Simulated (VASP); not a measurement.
The system is MgS.

```
Mg S
1.0
     4.02863    0.00000    0.00000
    -2.01431    3.48889    0.00000
     0.00000    0.00000    6.45439
Mg S
2 2
Direct
  0.33333 0.66667 0.99713
  0.66667 0.33333 0.49713
  0.33333 0.66667 0.37787
  0.66667 0.33333 0.87787
```

Base run:

* Program: VASP 6.6.1
* Functional: r2SCAN
* Potentials or basis: VASP PAW PBE potentials, release 64 (Mg, S)
* Cutoff: 520 eV
* k mesh: 6 × 6 × 4
* Occupations: gaussian, width 0.01 eV
* Spin: no spin polarisation

Its results: band gap on the k mesh 4.13 eV; pressure -0.3 GPa.

The run is repeated on the same cell with these changes: functional from r2SCAN to PBE; further incar settings from ALGO = Normal; EDIFF = 1e-07; NBANDS = 16 to ALGO = Normal; EDIFF = 1e-06; NBANDS = 16. What comes out?

Band gap on the k mesh 3.47 eV; pressure 0.9 GPa.

Caveats: the PAW data sets were made with another functional, which shifts forces and pressure a little (at least some runs).

